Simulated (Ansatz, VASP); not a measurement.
## Al2O3 in VASP and in Ansatz

```
Al O
1.0
     2.37559    1.37155    4.32279
    -2.37559    1.37155    4.32279
     0.00000   -2.74310    4.32279
Al O
4 6
Cartesian
  0.0000 0.0000 4.5634
  0.0000 0.0000 1.9208
  0.0000 0.0000 8.4049
  0.0000 0.0000 11.0476
  -0.9200 1.3715 7.5649
  -0.7278 -1.4826 7.5649
  1.6478 0.1110 7.5649
  0.9200 -1.3715 5.4035
  0.7278 1.4826 5.4035
  -1.6478 -0.1110 5.4035
```

Alike in both runs: task single point; functional PBE; k mesh 6 × 6 × 6; occupations gaussian, width 0.02 eV; no spin polarisation.

|  | VASP | Ansatz |
| --- | --- | --- |
| version | VASP 6.6.1 | Ansatz 0.2.0 |
| potentials or method | VASP PAW PBE potentials, release 64 (Al, O), cutoff 600 eV | scalar-relativistic, plane waves, PAW |
| valence electrons in the cell | 48 | 48 |

VASP gave:

- gap on the k mesh at the Fermi level (eV): 6.30
- least direct gap on the mesh (eV): 6.30
- pressure (GPa): 8.4
- traceless stress, the component that is largest in VASP (GPa): -0.30
- rms of the force components (eV/Å): 0.019

Question: What did Ansatz give for the same quantities?

Answer: gap on the k mesh at the Fermi level (eV): 6.31; least direct gap on the mesh (eV): 6.31; pressure (GPa): 8.8; traceless stress, the component that is largest in VASP (GPa): -0.28; rms of the force components (eV/Å): 0.016.

Atom by atom the forces differ by 0.003 eV/Å (rms over components).
